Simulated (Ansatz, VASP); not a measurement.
Zn7PdO8: VASP beside Ansatz

```
Pd Zn O
1.0
     6.49880    0.00000    0.00000
    -3.24940    5.62813    0.00000
     0.00000    0.00000    5.20380
Pd Zn O
1 7 8
Direct
  0.16667 0.33333 0.00551
  0.16257 0.83128 0.00218
  0.66872 0.33743 0.00218
  0.66872 0.83128 0.00218
  0.33641 0.16359 0.49875
  0.33641 0.67282 0.49875
  0.82718 0.16359 0.49875
  0.83333 0.66667 0.50054
  0.16667 0.33333 0.41018
  0.16451 0.83225 0.37936
  0.66775 0.33549 0.37936
  0.66775 0.83225 0.37936
  0.34677 0.15323 0.87342
  0.34677 0.69353 0.87342
  0.80647 0.15323 0.87342
  0.83333 0.66667 0.87948
```

Alike in both runs: functional PBEsol; k mesh 3 × 3 × 3; occupations gaussian, width 0.05 eV; collinear spin; Hubbard terms Pd d U = 2.0 eV.

Ansatz relaxed the structure, and its values are those at the end. VASP's run is a single point on that final structure, the one shown.

|  | VASP | Ansatz |
| --- | --- | --- |
| version | VASP 6.6.1 | Ansatz 0.2.0 |
| potentials or method | VASP PAW PBE potentials, release 64 (Pd, Zn, O), cutoff 520 eV | scalar-relativistic, plane waves, PAW |
| valence electrons in the cell | 142 | 150 |

|  | VASP | Ansatz | Ansatz less VASP |
| --- | --- | --- | --- |
| gap on the k mesh at the Fermi level (eV) | none | none | - |
| pressure (GPa) | 3.3 | 2.7 | -0.61 |
| rms of the force components (eV/Å) | 0.072 | 0.003 | -0.0682 |
| net moment per atom (μB) | 0.13 | 0.13 | -0.001 |
| size of the moment on the site where the two differ most (μB) | 1.23 | 0.98 | -0.243 |

VASP's potentials were made for PBE, not for PBEsol. Site moments also hang on the region over which each program counts them. The programs project onto different local orbitals, so the same U acts differently, and such runs can settle in different states. A gap of «none» marks a metal or a gap that the smearing closes. VASP's potentials hold 142 valence electrons a cell and Ansatz's 150, so a difference there can come from the potentials and not from the codes. Ansatz's warnings: filled band counts differ across k points, stress scf threshold loose.

The k mesh is coarse, so the values compare programs but aren't converged.
